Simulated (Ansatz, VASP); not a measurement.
# ZnO: VASP beside Ansatz

```
Zn O
1.0
     3.17545    0.00000    0.00000
    -1.58772    2.75002    0.00000
     0.00000    0.00000    5.39921
Zn O
2 2
Direct
  0.33333 0.66667 0.00158
  0.66667 0.33333 0.50158
  0.33333 0.66667 0.39561
  0.66667 0.33333 0.89561
```

Alike in both runs: task single point; functional PBEsol; k mesh 9 × 9 × 6; occupations gaussian, width 0.05 eV; no spin polarisation.

|  | VASP | Ansatz |
| --- | --- | --- |
| version | VASP 6.6.1 | Ansatz 0.2.0 |
| potentials or method | VASP PAW PBE potentials, release 64 (Zn, O), cutoff 520 eV | scalar-relativistic, plane waves, PAW |
| valence electrons in the cell | 36 | 36 |

Ansatz gave:

```
gap on the k mesh at the Fermi level (eV)                     : 0.64
least direct gap on the mesh (eV)                             : 0.64
pressure (GPa)                                                : 2.3
traceless stress, the component that is largest in VASP (GPa) : -10.29
rms of the force components (eV/Å)                            : 0.368
```

Task: Estimate VASP's values.

Result: gap on the k mesh at the Fermi level (eV): 0.63; least direct gap on the mesh (eV): 0.63; pressure (GPa): 3.3; traceless stress, the component that is largest in VASP (GPa): -10.74; rms of the force components (eV/Å): 0.387.

VASP's potentials were made for PBE, not for PBEsol, and Ansatz warns of the same on its side. Atom by atom the forces differ by 0.019 eV/Å (rms over components). With one functional, cell and mesh, what is left measures potentials, basis and numerics.
